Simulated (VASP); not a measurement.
# V (Im-3m) in VASP: further runs

V is run at these levels: LDA; tasks: single point.

Everything below comes from runs of VASP 6.6.1. Logs are shortened: lines on timing, memory, paths and dates and some standing lists are left out, and cuts for length are marked.

### Step 1. The cell of the first run

The structure is cubic, space group Im-3m (No. 229). The conventional cell has a = 3.029 Å, b = 3.029 Å, c = 3.029 Å, α = 90.00°, β = 90.00°, γ = 90.00°. Within 3.5 Å of V (site symmetry m-3m) lie 14 V at 2.62 to 3.03 Å.

### Step 2. Single point, LDA, collinear spin, ferromagnetic start

INCAR

```
SYSTEM = V
PREC = Accurate
ENCUT = 520
EDIFF = 1E-6
ISMEAR = -1
SIGMA = 0.08
LREAL = .FALSE.
LASPH = .TRUE.
NELM = 150
ALGO = Normal
ISIF = 2
LWAVE = .FALSE.
LCHARG = .TRUE.
ISPIN = 2
MAGMOM = 0.75
LORBIT = 11
NUPDOWN = 0.75
LMAXMIX = 4
GGA = CA
LELF = .TRUE.
LVHAR = .TRUE.
NBANDS = 16
```

KPOINTS

```
regular mesh
0
G
  15 15 15
  0 0 0
```

POSCAR

```
V
1.0
   -1.5143500000      1.5143500000      1.5143500000
    1.5143500000     -1.5143500000      1.5143500000
    1.5143500000      1.5143500000     -1.5143500000
V
1
Direct
    0.0000000000      0.0000000000      0.0000000000
```

Potentials or basis: VASP PAW LDA potentials, release 64 (V_sv).

On the command line:

```
cat potpaw_LDA.64/V_sv/POTCAR > POTCAR
mpirun -np 1 vasp_std > vasp.out
```

OUTCAR:

```text
SYSTEM = V
   PREC = Accurate
   ENCUT = 520
   EDIFF = 1E-6
   ISMEAR = -1
   LREAL = .FALSE.
   LASPH = .TRUE.
   NELM = 150
   ISIF = 2
   ISPIN = 2
   LORBIT = 11
   NUPDOWN = 0.75
   GGA = CA

 ion  position               nearest neighbor table
   1  0.000  0.000  0.000-

  LATTYP: Found a body centered cubic cell.
 ALAT       =     3.0287000000

  Lattice vectors:

 A1 = (  -1.5143500000,   1.5143500000,   1.5143500000)
 A2 = (   1.5143500000,  -1.5143500000,   1.5143500000)
 A3 = (   1.5143500000,   1.5143500000,  -1.5143500000)

Analysis of symmetry for initial positions (statically):
=====================================================================
 Subroutine PRICEL returns:
 Original cell was already a primitive cell.

 Routine SETGRP: Setting up the symmetry group for a
 body centered cubic supercell.

 Subroutine GETGRP returns: Found 48 space group operations
 (whereof 48 operations were pure point group operations)
 out of a pool of 48 trial point group operations.

The static configuration has the point symmetry O_h .

Analysis of symmetry for dynamics (positions and initial velocities):
=====================================================================
 Subroutine PRICEL returns:
 Original cell was already a primitive cell.

 Routine SETGRP: Setting up the symmetry group for a
 body centered cubic supercell.

 Subroutine GETGRP returns: Found 48 space group operations
 (whereof 48 operations were pure point group operations)
 out of a pool of 48 trial point group operations.

The dynamic configuration has the point symmetry O_h .

Analysis of structural, dynamic, and magnetic symmetry:
=====================================================================
 Subroutine PRICEL returns:
 Original cell was already a primitive cell.

 Routine SETGRP: Setting up the symmetry group for a
 body centered cubic supercell.

 Subroutine GETGRP returns: Found 48 space group operations
 (whereof 48 operations were pure point group operations)
 out of a pool of 48 trial point group operations.

The overall configuration has the point symmetry O_h .

 Subroutine INISYM returns: Found 48 space group operations
 (whereof 48 operations are pure point group operations),
 and found     1 'primitive' translations

[... 98 lines left out ...]
   ISIF   =      2    stress and relaxation
   ISYM   =      2    0-nonsym 1-usesym 2-fastsym
   POTIM  = 0.5000    time-step for ionic-motion
   TEBEG  =    0.0;   TEEND  =   0.0 temperature during run
   PSTRESS=    0.0 pullay stress
   NELECT =      13.0000    total number of electrons
   NUPDOWN=       0.7500    fix difference up-down
   EMIN   =  10.00;   EMAX   =-10.00  energy-range for DOS
   EFERMI =   0.00;   METHOD = LEGACY
   ISMEAR =    -1;   SIGMA  =   0.08  broadening in eV -4-tet -1-fermi 0-gaus
   EFERMI_NEDOS =   21; number of points for ismear=-14 and -15
   IALGO  =     38    algorithm
   IMIX   =      4    mixing-type and parameters
     AMIX     =   0.40;   BMIX     =  1.00
     AMIX_MAG =   1.60;   BMIX_MAG =  1.00
  volume/ion in A,a.u.               =      13.89        93.74
  Fermi-wavevector in a.u.,A,eV,Ry     =   1.601313  3.026044 34.888125  2.564205
  Thomas-Fermi vector in A             =   2.698311
   LORBIT       =     11    0 simple, 1 ext, 2 COOP (PROOUT), +10 PAW based schemes
   GGA     = CA    functional components
   LHFCALC =     F    Hartree Fock is set to
   AEXX    =    0.0000 exact exchange contribution
   IVDW    =     0    specifies the selected vdW correction
   LEPSILON=     F    determine dielectric tensor
   LRPA    =     F    only Hartree local field effects (RPA)
 spin polarized calculation
  energy-cutoff  :      520.00
  volume of cell :       13.89
 maximum number of plane-waves:       382
   NGX =  9   NGY =  9   NGZ =  9

 number of electron      12.9999997 magnetization       0.7500000

 Free energy of the ion-electron system (eV)
  ---------------------------------------------------
  ext. energy  EPLUGINS =         0.00000000
  ---------------------------------------------------
  free energy    TOTEN  =        -9.81478406 eV

  energy without entropy =       -9.78831506  energy(sigma->0) =       -9.80154956

 E-fermi :   9.0221     XC(G=0): -13.0495

 val. band max:        9.4709511432   @ k =  -0.2667   0.3333   0.2000
 cond. band min:       9.0283490439   @ k =   0.2000   0.1333   0.0000
 fundamental gap:     -0.4426020993
 Fermi energy:         9.6175789290

 spin component 1

 k-point     1 :       0.0000    0.0000    0.0000
  band No.  band energies     occupation
      1     -54.1100      1.00000
      2     -27.8616      1.00000
      3     -27.8616      1.00000
      4     -27.8616      1.00000
      5       2.4536      1.00000
      6       9.2365      0.99153
[... 435 lines left out ...]
      5       6.6540      1.00000
      6       7.8355      1.00000
[... 8 lines left out ...]
     15      35.3595      0.00000
     16      39.7499      0.00000

 [... further k-points ...]

 spin component 2

 k-point     1 :       0.0000    0.0000    0.0000
  band No.  band energies     occupation
      1     -53.5963      1.00000
      2     -27.3532      1.00000
      3     -27.3532      1.00000
      4     -27.3532      1.00000
      5       2.8682      1.00000
      6       9.7893      0.00007
[... 435 lines left out ...]
      5       7.1202      1.00000
      6       8.3516      0.99977
[... 8 lines left out ...]
     15      35.7766      0.00000
     16      40.1900      0.00000

 [... further k-points ...]
[... 5 lines left out ...]
  --------------------------------------------------------------------------------------
  -------------------------------------------------------------------------------------
  Total       -1.2978737     -1.2978737     -1.2978737      0.0000000     -0.0000000     -0.0000000
  in kB     -149.6939514   -149.6939514   -149.6939514      0.0000000     -0.0000000     -0.0000000
  external PRESSURE =    -149.6939514 kB  Pullay stress =       0.0000000 kB

 VOLUME and BASIS-vectors are now :
 -----------------------------------------------------------------------------
  energy-cutoff  :      520.00
  volume of cell :       13.89
      direct lattice vectors                 reciprocal lattice vectors
    -1.514350000  1.514350000  1.514350000     0.000000000  0.330174662  0.330174662
     1.514350000 -1.514350000  1.514350000     0.330174662  0.000000000  0.330174662
     1.514350000  1.514350000 -1.514350000     0.330174662  0.330174662  0.000000000

 POSITION                                       TOTAL-FORCE (eV/Angst)
 -----------------------------------------------------------------------------------
      0.00000      0.00000      0.00000        -0.000000      0.000000      0.000000
 -----------------------------------------------------------------------------------
    total drift:                                0.000000     -0.000000      0.000000

  FREE ENERGIE OF THE ION-ELECTRON SYSTEM (eV)
  ---------------------------------------------------
  free  energy   TOTEN  =        -9.8147840554 eV

  energy  without entropy=       -9.7883150632  energy(sigma->0) =       -9.80154956

 total charge

# of ion       s       p       d       tot
------------------------------------------
    1        2.336   6.210   3.081  11.627

 magnetization (x)

# of ion       s       p       d       tot
------------------------------------------
    1        0.007   0.049   0.558   0.614
```

stdout:

```text
POSCAR found type information on POSCAR V
 POSCAR found :  1 types and       1 ions
 scaLAPACK will be used
 LDA part: xc-table for (Slater(with rela. corr.)+CA(PZ))
 , standard interpolation
 POSCAR, INCAR and KPOINTS ok, starting setup
 FFT: planning ... GRIDC
 FFT: planning ... GRID_SOFT
 FFT: planning ... GRID
 WAVECAR not read
 entering main loop
```

Wall time 35 s (1 thread of Intel Xeon 6975P-C, shared host); peak memory 0.15 GiB.

What came out:

```
Free energy                                           : -9.8148 eV
Pressure                                              : -15.0 GPa
Net moment                                            : 0.75 μB per cell
Site moments                                          : V +0.61 μB
Valence electrons inside the program's atomic spheres : V 11.63
```

Caveat: the total moment is fixed, so each spin has its own Fermi level.

### Step 3. Single point, LDA, collinear spin, ferromagnetic start

INCAR

```
ALGO     = Normal         # electronic algorithm
EDIFF    = 1E-6           # SCF threshold, eV
ENCUT    = 520            # plane-wave cutoff, eV
ISIF     = 2              # what is computed and relaxed
ISMEAR   = -1             # smearing method
ISPIN    = 2              # spin polarisation
LASPH    = True           # aspherical terms in the spheres
LCHARG   = False          # write CHGCAR
LMAXMIX  = 4              # l up to which the mixer works
LORBIT   = 11             # projections on sites
LREAL    = False          # projectors in reciprocal space
LWAVE    = False          # write WAVECAR
MAGMOM   = 1              # initial moments
NBANDS   = 16             # bands
NELM     = 150            # most SCF steps
NUPDOWN  = 1.0            # fixed moment
PREC     = Accurate       # precision mode
SIGMA    = 0.08           # smearing width, eV
```

KPOINTS

```
k-points
0
Gamma
  15 15 15
```

POSCAR is that of step 2.

Potentials or basis: VASP PAW LDA potentials, release 64 (V_sv).

On the command line:

```
cat potpaw_LDA.64/V_sv/POTCAR > POTCAR
mpirun -np 1 vasp_std > vasp.out
```

Wall time 34 s (1 thread of Intel Xeon 6975P-C, shared host); peak memory 0.15 GiB.

It converged, with:

```
Free energy                                           : -9.7158 eV
Pressure                                              : -12.5 GPa
Net moment                                            : 1.00 μB per cell
Site moments                                          : V +0.82 μB
Valence electrons inside the program's atomic spheres : V 11.63
```

Caveat: the total moment is fixed, so each spin has its own Fermi level.

### Step 4. Single point, LDA, collinear spin, ferromagnetic start

INCAR

```
SYSTEM = V
ALGO = Normal ; EDIFF = 1E-6
ENCUT = 520 ; GGA = CA
ISIF = 2 ; ISMEAR = -1
ISPIN = 2 ; LASPH = .True.
LCHARG = .False. ; LMAXMIX = 4
LORBIT = 11 ; LREAL = .False.
LWAVE = .False. ; MAGMOM = 1
NBANDS = 16 ; NELM = 150
NUPDOWN = 1.0 ; PREC = Accurate
SIGMA = 0.08
```

KPOINTS

```
k-points
0
Gamma
  15 15 15
  0 0 0
```

POSCAR is that of step 3.

Potentials or basis: VASP PAW LDA potentials, release 64 (V_sv).

On the command line:

```
cat potpaw_LDA.64/V_sv/POTCAR > POTCAR
mpirun -np 1 vasp_std > vasp.out
```

OUTCAR:

```text
SYSTEM = V
   EDIFF = 1E-6
   ENCUT = 520
   GGA = CA
   ISIF = 2
   ISMEAR = -1
   ISPIN = 2
   LASPH = .True.
   LORBIT = 11
   LREAL = .False.
   NELM = 150
   NUPDOWN = 1.0
   PREC = Accurate

 ion  position               nearest neighbor table
   1  0.000  0.000  0.000-

  LATTYP: Found a body centered cubic cell.
 ALAT       =     3.0287000000

  Lattice vectors:

 A1 = (  -1.5143500000,   1.5143500000,   1.5143500000)
 A2 = (   1.5143500000,  -1.5143500000,   1.5143500000)
 A3 = (   1.5143500000,   1.5143500000,  -1.5143500000)

Analysis of symmetry for initial positions (statically):
=====================================================================
 Subroutine PRICEL returns:
 Original cell was already a primitive cell.

 Routine SETGRP: Setting up the symmetry group for a
 body centered cubic supercell.

 Subroutine GETGRP returns: Found 48 space group operations
 (whereof 48 operations were pure point group operations)
 out of a pool of 48 trial point group operations.

The static configuration has the point symmetry O_h .

Analysis of symmetry for dynamics (positions and initial velocities):
=====================================================================
 Subroutine PRICEL returns:
 Original cell was already a primitive cell.

 Routine SETGRP: Setting up the symmetry group for a
 body centered cubic supercell.

 Subroutine GETGRP returns: Found 48 space group operations
 (whereof 48 operations were pure point group operations)
 out of a pool of 48 trial point group operations.

The dynamic configuration has the point symmetry O_h .

Analysis of structural, dynamic, and magnetic symmetry:
=====================================================================
 Subroutine PRICEL returns:
 Original cell was already a primitive cell.

 Routine SETGRP: Setting up the symmetry group for a
 body centered cubic supercell.

[... 127 lines left out ...]
   GGA     = CA    functional components
   LHFCALC =     F    Hartree Fock is set to
   AEXX    =    0.0000 exact exchange contribution
   IVDW    =     0    specifies the selected vdW correction
   LEPSILON=     F    determine dielectric tensor
   LRPA    =     F    only Hartree local field effects (RPA)
 spin polarized calculation
  energy-cutoff  :      520.00
  volume of cell :       13.89
 maximum number of plane-waves:       382
   NGX =  9   NGY =  9   NGZ =  9

 number of electron      12.9999997 magnetization       0.9999999

 Free energy of the ion-electron system (eV)
  ---------------------------------------------------
  ext. energy  EPLUGINS =         0.00000000
  ---------------------------------------------------
  free energy    TOTEN  =        -9.71582788 eV

  energy without entropy =       -9.68657223  energy(sigma->0) =       -9.70120006

 E-fermi :   8.9998     XC(G=0): -13.0435

 val. band max:        9.9005174336   @ k =  -0.4000   0.4667   0.2667
 cond. band min:       9.0074136032   @ k =  -0.3333   0.3333   0.1333
 fundamental gap:     -0.8931038304
 Fermi energy:         9.9482944604

 spin component 1

 k-point     1 :       0.0000    0.0000    0.0000
  band No.  band energies     occupation
      1     -54.1638      1.00000
      2     -27.9157      1.00000
      3     -27.9157      1.00000
      4     -27.9157      1.00000
      5       2.3903      1.00000
      6       9.1689      0.99994
[... 435 lines left out ...]
      5       6.5911      1.00000
      6       7.7694      1.00000
[... 8 lines left out ...]
     15      35.2958      0.00000
     16      39.6861      0.00000

 [... further k-points ...]

 spin component 2

 k-point     1 :       0.0000    0.0000    0.0000
  band No.  band energies     occupation
      1     -53.4768      1.00000
      2     -27.2359      1.00000
      3     -27.2359      1.00000
      4     -27.2359      1.00000
      5       2.9428      1.00000
      6       9.9052      0.00001
[... 435 lines left out ...]
      5       7.2126      1.00000
      6       8.4570      0.99887
[... 8 lines left out ...]
     15      35.8516      0.00000
     16      40.2723      0.00000

 [... further k-points ...]
[... 5 lines left out ...]
  --------------------------------------------------------------------------------------
  -------------------------------------------------------------------------------------
  Total       -1.0825720     -1.0825720     -1.0825720      0.0000000      0.0000000      0.0000000
  in kB     -124.8615148   -124.8615148   -124.8615148      0.0000000      0.0000000      0.0000000
  external PRESSURE =    -124.8615148 kB  Pullay stress =       0.0000000 kB

 VOLUME and BASIS-vectors are now :
 -----------------------------------------------------------------------------
  energy-cutoff  :      520.00
  volume of cell :       13.89
      direct lattice vectors                 reciprocal lattice vectors
    -1.514350000  1.514350000  1.514350000     0.000000000  0.330174662  0.330174662
     1.514350000 -1.514350000  1.514350000     0.330174662  0.000000000  0.330174662
     1.514350000  1.514350000 -1.514350000     0.330174662  0.330174662  0.000000000

 POSITION                                       TOTAL-FORCE (eV/Angst)
 -----------------------------------------------------------------------------------
      0.00000      0.00000      0.00000        -0.000000      0.000000     -0.000000
 -----------------------------------------------------------------------------------
    total drift:                                0.000000     -0.000000      0.000000

  FREE ENERGIE OF THE ION-ELECTRON SYSTEM (eV)
  ---------------------------------------------------
  free  energy   TOTEN  =        -9.7158278802 eV

  energy  without entropy=       -9.6865722319  energy(sigma->0) =       -9.70120006

 total charge

# of ion       s       p       d       tot
------------------------------------------
    1        2.336   6.213   3.079  11.628

 magnetization (x)

# of ion       s       p       d       tot
------------------------------------------
    1        0.009   0.066   0.744   0.819
```

OSZICAR:

```text
N       E                     dE             d eps       ncg     rms          rms(c)
DAV:   1     0.911493078011E+02    0.91149E+02   -0.67052E+03  7784   0.925E+02
DAV:   2    -0.949446689893E+01   -0.10064E+03   -0.96510E+02  8392   0.269E+02
DAV:   3    -0.110445308890E+02   -0.15501E+01   -0.15476E+01  8688   0.364E+01
DAV:   4    -0.110507699077E+02   -0.62390E-02   -0.62389E-02  9088   0.243E+00
DAV:   5    -0.110508253487E+02   -0.55441E-04   -0.55441E-04  8824   0.215E-01    0.172E+01
DAV:   6    -0.973958234324E+01    0.13112E+01   -0.16369E+00  7784   0.213E+01    0.238E+00
DAV:   7    -0.972462712794E+01    0.14955E-01   -0.40345E-02  8584   0.218E+00    0.115E+00
DAV:   8    -0.971844717167E+01    0.61800E-02   -0.59008E-03  8512   0.766E-01    0.651E-01
DAV:   9    -0.971573637676E+01    0.27108E-02   -0.17712E-03  8800   0.475E-01    0.233E-01
DAV:  10    -0.971581418352E+01   -0.77807E-04   -0.80793E-05  8864   0.878E-02    0.331E-02
DAV:  11    -0.971582476758E+01   -0.10584E-04   -0.45424E-06  8392   0.182E-02    0.164E-02
DAV:  12    -0.971582768929E+01   -0.29217E-05   -0.94257E-07  6904   0.879E-03    0.370E-03
DAV:  13    -0.971582788017E+01   -0.19089E-06   -0.93333E-08  4128   0.227E-03
   1 F= -.97158279E+01 E0= -.97012001E+01  d E =-.292556E-01  mag=     1.0000
```

stdout:

```text
POSCAR found type information on POSCAR V
 POSCAR found :  1 types and       1 ions
 scaLAPACK will be used
 LDA part: xc-table for (Slater(with rela. corr.)+CA(PZ))
 , standard interpolation
 POSCAR, INCAR and KPOINTS ok, starting setup
 FFT: planning ... GRIDC
 FFT: planning ... GRID_SOFT
 FFT: planning ... GRID
 WAVECAR not read
 entering main loop
```

It took 34 s on 1 thread of Intel Xeon 6975P-C, shared host; peak memory 0.15 GiB.

Results:

```
Free energy                                           : -9.7158 eV
Pressure                                              : -12.5 GPa
Net moment                                            : 1.00 μB per cell
Site moments                                          : V +0.82 μB
Valence electrons inside the program's atomic spheres : V 11.63
```

Caveat: the total moment is fixed, so each spin has its own Fermi level.

### Step 5. Single point, LDA, collinear spin, ferromagnetic start

INCAR

```
SYSTEM = V
  PREC = Accurate
  ENCUT = 520
  EDIFF = 1E-7
  ISMEAR = -1
  SIGMA = 0.08
  LREAL = .False.
  LASPH = .True.
  NELM = 150
  ALGO = Normal
  ISIF = 2
  LWAVE = .False.
  LCHARG = .True.
  ISPIN = 2
  MAGMOM = 1.4
  LORBIT = 11
  NUPDOWN = 1.4
  LMAXMIX = 4
  LELF = .True.
  LVHAR = .True.
  NBANDS = 16
```

KPOINTS

```
Automatic mesh
0
Gamma
  15 15 15
  0 0 0
```

POSCAR is that of step 4.

On the command line:

```
cat potpaw_LDA.64/V_sv/POTCAR > POTCAR
mpirun -np 1 vasp_std > vasp.out
```

Wall time 32 s (1 thread of Intel Xeon 6975P-C, shared host); peak memory 0.15 GiB.

The run converged. Its results:

- Free energy: -9.4826 eV
- Pressure: -7.4 GPa
- Net moment: 1.40 μB per cell
- Site moments: V +1.16 μB
- Valence electrons inside the program's atomic spheres: V 11.64

Caveat: the total moment is fixed, so each spin has its own Fermi level.

### Step 6. The runs side by side

```csv
fixed moment (μB),pressure (GPa),moment (μB)
0.75,-15.0,0.75
1.0,-12.5,1.00
1.4,-7.4,1.40
```

Alike in all rows: task single point; level LDA; potentials or basis VASP PAW LDA potentials, release 64 (V_sv); spin collinear, ferromagnetic start; cell as given; k mesh 15 × 15 × 15; cutoff (eV) 520; smearing fermi-dirac 0.08 eV.

Caveats: the total moment is fixed, so each spin has its own Fermi level.

Absolute energies hang on the potentials; compare differences alone.
